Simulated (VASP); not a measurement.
# Pb (P6/mmm) in VASP: further runs, part 2 of 2

VASP 6.6.1.

## Step 3: Single point, revPBE (volume scaled by 1.08)

The input, INCAR:

```
SYSTEM = Pb
  PREC = Accurate
  ENCUT = 520
  EDIFF = 1E-7
  ISMEAR = -1
  SIGMA = 0.1
  LREAL = .FALSE.
  LASPH = .TRUE.
  NELM = 80
  ALGO = Normal
  ISIF = 2
  LWAVE = .FALSE.
  LCHARG = .FALSE.
  GGA = RE
  NBANDS = 28
```

The input, KPOINTS:

```
regular mesh
0
G
  7 7 10
  0 0 0
```

The input, POSCAR:

```
Pb
1.0
    5.9020135722      0.0000000000      0.0000000000
   -2.9510067861      5.1112936870      0.0000000000
    0.0000000000      0.0000000000      3.5625559627
Pb
3
Direct
    0.0000000000      0.0000000000      0.0000000000
    0.3333333333      0.6666666667      0.5000000000
    0.6666666667      0.3333333333      0.5000000000
```

Potentials or basis: VASP PAW PBE potentials, release 64 (Pb_d).

Run with:

```bash
cat potpaw_PBE.64/Pb_d/POTCAR > POTCAR
mpirun -np 1 vasp_std > vasp.out
```

OUTCAR:

```text
SYSTEM = Pb
   PREC = Accurate
   ENCUT = 520
   EDIFF = 1E-7
   ISMEAR = -1
   LREAL = .FALSE.
   LASPH = .TRUE.
   NELM = 80
   ISIF = 2
   GGA = RE

 ion  position               nearest neighbor table
   1  0.000  0.000  0.000-   2 3.85   3 3.85   2 3.85   3 3.85   2 3.85   2 3.85   3 3.85   3 3.85
                             3 3.85   3 3.85   2 3.85   2 3.85
   2  0.333  0.667  0.500-   3 3.41   3 3.41   3 3.41   1 3.85   1 3.85   1 3.85   1 3.85   1 3.85
                             1 3.85
   3  0.667  0.333  0.500-   2 3.41   2 3.41   2 3.41   1 3.85   1 3.85   1 3.85   1 3.85   1 3.85
                             1 3.85

  LATTYP: Found a hexagonal cell.
 ALAT       =     5.9020135722
 C/A-ratio  =     0.6036170400

  Lattice vectors:

 A1 = (   5.9020135722,   0.0000000000,   0.0000000000)
 A2 = (  -2.9510067861,   5.1112936870,   0.0000000000)
 A3 = (   0.0000000000,   0.0000000000,   3.5625559627)

Analysis of symmetry for initial positions (statically):
=====================================================================
 Subroutine PRICEL returns:
 Original cell was already a primitive cell.

 Routine SETGRP: Setting up the symmetry group for a
 hexagonal supercell.

 Subroutine GETGRP returns: Found 24 space group operations
 (whereof 24 operations were pure point group operations)
 out of a pool of 24 trial point group operations.

The static configuration has the point symmetry D_6h.

Analysis of symmetry for dynamics (positions and initial velocities):
=====================================================================
 Subroutine PRICEL returns:
 Original cell was already a primitive cell.

 Routine SETGRP: Setting up the symmetry group for a
 hexagonal supercell.

 Subroutine GETGRP returns: Found 24 space group operations
 (whereof 24 operations were pure point group operations)
 out of a pool of 24 trial point group operations.
[... 118 lines left out ...]
   ISMEAR =    -1;   SIGMA  =   0.10  broadening in eV -4-tet -1-fermi 0-gaus
   EFERMI_NEDOS =   21; number of points for ismear=-14 and -15
   IALGO  =     38    algorithm
   IMIX   =      4    mixing-type and parameters
     AMIX     =   0.40;   BMIX     =  1.00
     AMIX_MAG =   1.60;   BMIX_MAG =  1.00
  volume/ion in A,a.u.               =      35.82       241.75
  Fermi-wavevector in a.u.,A,eV,Ry     =   1.196907  2.261826 19.491516  1.432586
  Thomas-Fermi vector in A             =   2.332835
   LORBIT       =      0    0 simple, 1 ext, 2 COOP (PROOUT), +10 PAW based schemes
   GGA     = RE    functional components
   LHFCALC =     F    Hartree Fock is set to
   AEXX    =    0.0000 exact exchange contribution
   IVDW    =     0    specifies the selected vdW correction
   LEPSILON=     F    determine dielectric tensor
   LRPA    =     F    only Hartree local field effects (RPA)
 non-spin polarized calculation
  energy-cutoff  :      520.00
  volume of cell :      107.47
 maximum number of plane-waves:      2913
 NGX is ok and might be reduce to    48
   NGX = 21   NGY = 21   NGZ = 13

 number of electron      42.0000004 magnetization

 Free energy of the ion-electron system (eV)
  ---------------------------------------------------
  ext. energy  EPLUGINS =         0.00000000
  ---------------------------------------------------
  free energy    TOTEN  =        -9.54346054 eV

  energy without entropy =       -9.47692787  energy(sigma->0) =       -9.51019421

 E-fermi :   5.5807     XC(G=0):  -9.3268

 val. band max:        5.5555027376   @ k =   0.1429   0.1429   0.5000
 cond. band min:       5.6014378913   @ k =   0.4286   0.1429   0.1000
 fundamental gap:      0.0459351537
 Fermi energy:         5.5806600554

 k-point     1 :       0.0000    0.0000    0.0000
  band No.  band energies     occupation
      1     -11.5919      2.00000
      2     -11.4871      2.00000
      3     -11.4871      2.00000
      4     -11.4494      2.00000
      5     -11.4426      2.00000
      6     -11.4426      2.00000
[... 733 lines left out ...]
     27      10.3834      0.00000
     28      13.4067      0.00000

 [... further k-points ...]

------------------------ aborting loop because EDIFF is reached ----------------------------------------

  FORCE on cell =-STRESS in cart. coord.  units (eV):
  Direction    XX          YY          ZZ          XY          YZ          ZX
  --------------------------------------------------------------------------------------
  -------------------------------------------------------------------------------------
  Total       -1.3506767     -1.3506767     -1.8011125     -0.0000000      0.0000000      0.0000000
  in kB      -20.1358171    -20.1358171    -26.8508902     -0.0000000      0.0000000      0.0000000
  external PRESSURE =     -22.3741748 kB  Pullay stress =       0.0000000 kB

 VOLUME and BASIS-vectors are now :
 -----------------------------------------------------------------------------
  energy-cutoff  :      520.00
  volume of cell :      107.47
      direct lattice vectors                 reciprocal lattice vectors
     5.902013572  0.000000000  0.000000000     0.169433701  0.097822593  0.000000000
    -2.951006786  5.111293687  0.000000000     0.000000000  0.195645185  0.000000000
     0.000000000  0.000000000  3.562555963     0.000000000  0.000000000  0.280697345

 POSITION                                       TOTAL-FORCE (eV/Angst)
 -----------------------------------------------------------------------------------
      0.00000      0.00000      0.00000        -0.000000      0.000000      0.000000
     -0.00000      3.40753      1.78128         0.000000     -0.000000      0.000000
      2.95101      1.70376      1.78128        -0.000000      0.000000      0.000000
 -----------------------------------------------------------------------------------
    total drift:                               -0.000000      0.000000     -0.000000

  FREE ENERGIE OF THE ION-ELECTRON SYSTEM (eV)
  ---------------------------------------------------
  free  energy   TOTEN  =        -9.5434605420 eV

  energy  without entropy=       -9.4769278698  energy(sigma->0) =       -9.51019421
```

OSZICAR:

```text
N       E                     dE             d eps       ncg     rms          rms(c)
DAV:   1     0.475294444295E+03    0.47529E+03   -0.20539E+04  2688   0.171E+03
DAV:   2     0.303720093649E+02   -0.44492E+03   -0.43795E+03  2700   0.454E+02
DAV:   3    -0.802638505812E+01   -0.38398E+02   -0.37958E+02  3280   0.170E+02
DAV:   4    -0.949715926835E+01   -0.14708E+01   -0.14686E+01  3112   0.396E+01
DAV:   5    -0.956358720579E+01   -0.66428E-01   -0.66425E-01  3504   0.715E+00    0.807E-01
DAV:   6    -0.954320036276E+01    0.20387E-01   -0.65792E-02  3840   0.515E+00    0.440E-01
DAV:   7    -0.954259915014E+01    0.60121E-03   -0.53152E-02  3300   0.255E+00    0.201E-01
DAV:   8    -0.954311567524E+01   -0.51653E-03   -0.42509E-03  3144   0.102E+00    0.104E-01
DAV:   9    -0.954345096915E+01   -0.33529E-03   -0.72699E-04  3188   0.264E-01    0.200E-02
DAV:  10    -0.954345807504E+01   -0.71059E-05   -0.64124E-05  3748   0.912E-02    0.753E-03
DAV:  11    -0.954346111390E+01   -0.30389E-05   -0.64940E-06  3384   0.360E-02    0.357E-03
DAV:  12    -0.954346037521E+01    0.73869E-06   -0.25279E-06  3072   0.193E-02    0.102E-03
DAV:  13    -0.954346055748E+01   -0.18227E-06   -0.30847E-07  2172   0.730E-03    0.364E-04
DAV:  14    -0.954346054204E+01    0.15445E-07   -0.27282E-08  1484   0.195E-03
   1 F= -.95434605E+01 E0= -.95101942E+01  d E =-.665327E-01
```

It took 2.8 min on 1 thread of AMD EPYC 7R43 (Zen 3), shared host; peak memory 0.25 GiB.

What came out:

* Free energy: -9.5435 eV
* Pressure: -2.2 GPa
* Band gap on the k mesh: zero (band 21 reaches 7.20 eV, above the bottom of band 22 at 4.03 eV)

Caveat: the PAW data sets were made with another functional, which shifts forces and pressure a little; spin-orbit coupling is left out, which moves the levels of the heavy elements.

## Step 4: Single point, revPBE (volume scaled by 1.12)

The input, INCAR:

```
SYSTEM = Pb
PREC = Accurate
ENCUT = 520
EDIFF = 1E-7
ISMEAR = -1
SIGMA = 0.1
LREAL = .False.
LASPH = .True.
NELM = 80
ALGO = Normal
ISIF = 2
LWAVE = .False.
LCHARG = .False.
GGA = RE
NBANDS = 28
```

The input, KPOINTS:

```
Automatic mesh
0
Gamma
  7 7 10
  0 0 0
```

The input, POSCAR:

```
Pb
1.0
    5.9739964417      0.0000000000      0.0000000000
   -2.9869982209      5.1736326807      0.0000000000
    0.0000000000      0.0000000000      3.6060060493
Pb
3
Direct
    0.0000000000      0.0000000000      0.0000000000
    0.3333333333      0.6666666667      0.5000000000
    0.6666666667      0.3333333333      0.5000000000
```

Run with:

```bash
cat potpaw_PBE.64/Pb_d/POTCAR > POTCAR
mpirun -np 1 vasp_std > vasp.out
```

It took 2.7 min on 1 thread of AMD EPYC 7R43 (Zen 3), shared host; peak memory 0.26 GiB.

Results (log left out):

```yaml
Free_energy: -9.4795 eV
Pressure: -3.0 GPa
Band_gap_on_the_k_mesh: zero (band 21 reaches 6.76 eV, above the bottom of band 22 at 3.78 eV)
```

Stress tensor (GPa, compression positive):
```
-2.82  0.00  0.00
 0.00 -2.82  0.00
 0.00  0.00 -3.44
```

Levels at points of the mesh, in eV from the Fermi level:
```csv
k point,band 17,band 18,band 19,band 20,band 21,band 22,band 23,band 24,band 25,band 26
"(0.00, 0.00, 0.00)",-7.52,-7.14,-1.59,-1.59,-1.46,-1.46,2.71,6.11,6.11,6.18
"(0.00, 0.00, 0.50)",-7.60,-5.84,-1.91,-1.09,-0.11,-0.11,-0.05,1.01,1.01,2.23
```

Caveat: the PAW data sets were made with another functional, which shifts forces and pressure a little; spin-orbit coupling is left out, which moves the levels of the heavy elements.

## Step 5: The runs side by side

| cell | gap on the mesh (eV) | pressure (GPa) |
| --- | --- | --- |
| a = 5.828, b = 5.828, c = 3.518 Å, angles 90.0, 90.0, 120.0°, 3 atoms | none | -1.2 |
| a = 5.902, b = 5.902, c = 3.563 Å, angles 90.0, 90.0, 120.0°, 3 atoms | none | -2.2 |
| a = 5.974, b = 5.974, c = 3.606 Å, angles 90.0, 90.0, 120.0°, 3 atoms | none | -3.0 |

Alike in all rows: task single point; level revPBE; potentials or basis VASP PAW PBE potentials, release 64 (Pb_d); no spin polarisation; k mesh 7 × 7 × 10; cutoff (eV) 520; smearing fermi-dirac 0.1 eV.

Caveats: the PAW data sets were made with another functional, which shifts forces and pressure a little; spin-orbit coupling is left out, which moves the levels of the heavy elements.

Total energies depend on the potentials used, so only differences within one code and one set of settings carry meaning.
